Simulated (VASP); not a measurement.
**AlCo (rocksalt type): relaxation of cell and atoms with PBE**

The system is AlCo (rocksalt type).

```
Co Al
1.0
     0.00000    2.39598    2.39598
     2.39598    0.00000    2.39598
     2.39598    2.39598    0.00000
Co Al
1 1
Direct
  0.00000 0.00000 0.00000
  0.50000 0.50000 0.50000
```

```json
{"Program": "VASP 6.6.1", "Task": "relaxation of cell and atoms", "Functional": "PBE", "Potentials or basis": "VASP PAW PBE potentials, release 64 (Co, Al)", "Cutoff": "600 eV", "k mesh": "14 × 14 × 14", "Occupations": "fermi-dirac, width 0.1 eV", "Spin": "no spin polarisation", "Target pressure": "0.03 GPa", "Dipole correction": "no", "Further INCAR settings": "ALGO = Normal; EDIFF = 1e-06; IBRION = 2; EDIFFG = -0.005; NSW = 60; ISIF = 3"}
```

The relaxed volume is 13.75 Å³/atom and the relaxed cell is a = 3.388 Å, b = 3.388 Å, c = 3.388 Å, α = 60.00°, β = 60.00°, γ = 60.00°. The space group after relaxing (to 0.1 Å) is Fm-3m (No. 225). The energy change on relaxing (the run minimises the enthalpy) is -0.0 meV/atom and the ionic steps are 4. The pressure after relaxing is 0.0 GPa. The band gap on the k mesh is zero (bands 6 and 7 overlap by 0.19 eV).

Final structure:
```
Co Al
1.0
     0.00000    2.39573    2.39573
     2.39573    0.00000    2.39573
     2.39573    2.39573    0.00000
Co Al
1 1
Cartesian
  0.0000 0.0000 0.0000
  2.3957 2.3957 2.3957
```

Levels at points of the mesh, in eV from the Fermi level:
```
           k point  band 4  band 5  band 6  band 7  band 8  band 9
(0.00, 0.00, 0.00)   -1.41   -1.27   -1.27    7.27    7.27    7.27
(0.50, 0.00, 0.00)   -1.91   -0.54   -0.54    0.16    7.22    7.22
(0.50, 0.50, 0.00)   -0.88   -0.34   -0.34    0.67    2.07    2.07
```

Run time: 42 s on 1 thread of AMD EPYC 9R45 96-Core Processor (Zen 5), with other jobs on the host, peak memory 0.16 GiB.

Caveat: the cell is relaxed towards a set pressure, so the run minimises the enthalpy, not the energy; the run has no spin polarisation, though such a crystal can be magnetic. Spin polarisation is off, so any magnetic state and its effect on volume and gap are missing.
